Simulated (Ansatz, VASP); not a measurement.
# TlWF6 in VASP and in Ansatz

```
Tl W F
1.0
     0.00000    4.75770    4.75770
     4.75770    0.00000    4.75770
     4.75770    4.75770    0.00000
Tl W F
1 1 6
Direct
  0.50000 0.50000 0.50000
  0.00000 0.00000 0.00000
  0.79898 0.20102 0.20102
  0.20102 0.79898 0.79898
  0.20102 0.79898 0.20102
  0.79898 0.20102 0.79898
  0.20102 0.20102 0.79898
  0.79898 0.79898 0.20102
```

Alike in both runs: functional PBE; k mesh 4 × 4 × 4; occupations gaussian, width 0.1 eV; collinear spin.

Ansatz relaxed the structure, and its values are those at the end. VASP's run is a single point on that final structure, the one shown.

|  | VASP | Ansatz |
| --- | --- | --- |
| version | VASP 6.6.1 | Ansatz 0.2.0 |
| potentials or method | VASP PAW PBE potentials, release 64 (Tl_d, W_sv, F), cutoff 520 eV | scalar-relativistic, plane waves, PAW |
| valence electrons in the cell | 69 | 69 |

|  | VASP | Ansatz | Ansatz less VASP |
| --- | --- | --- | --- |
| gap on the k mesh at the Fermi level (eV) | none | none | - |
| pressure (GPa) | 0.8 | 0.2 | -0.61 |
| rms of the force components (eV/Å) | 0.155 | 0.009 | -0.1457 |
| net moment per atom (μB) | 0.12 | 0.12 | 0.000 |
| size of the moment on the site where the two differ most (μB) | 0.80 | 0.44 | -0.354 |

Site moments also hang on the region over which each program counts them. A gap of «none» marks a metal or a gap that the smearing closes. One of these differences is far larger than is usual between the two programs; its cause wasn't traced. Ansatz's warnings: no starting moments.

Neither program's run includes spin-orbit coupling.
